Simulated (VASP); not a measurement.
## Cs: single point with revPBE

The system is Cs.

```
Cs
1.0
     5.05761    0.00000    0.00000
     0.00000    5.05761    0.00000
     0.00000    0.00000    5.05761
Cs
1
Direct
  0.00000 0.00000 0.00000
```

This isn't the form of Cs at room conditions, which is bcc.

```json
{
  "Program": "VASP 6.6.1",
  "Task": "single point",
  "Functional": "revPBE",
  "Potentials or basis": "VASP PAW PBE potentials, release 64 (Cs_sv)",
  "Cutoff": "520 eV",
  "k mesh": "7 × 7 × 7",
  "Occupations": "fermi-dirac, width 0.1 eV",
  "Spin": "no spin polarisation",
  "Dipole correction": "no",
  "Further INCAR settings": "ALGO = Normal; EDIFF = 1e-06; NBANDS = 10"
}
```

The pressure is 0.1 GPa and the band gap on the k mesh is zero (an odd number of electrons rules out a gap without spin polarisation).

Levels at points of the mesh, in eV from the Fermi level:
```tsv
k point	band 3	band 4	band 5	band 6	band 7	band 8
(0.00, 0.00, 0.00)	-10.87	-10.87	-1.55	1.39	1.39	4.18
```

Run time: 24 s on 1 thread of Intel Xeon 8259CL, on a shared host, peak memory 0.23 GiB.

Caveat: the PAW data sets were made with another functional, which shifts forces and pressure a little; spin-orbit coupling is left out, which moves the levels of the heavy elements.
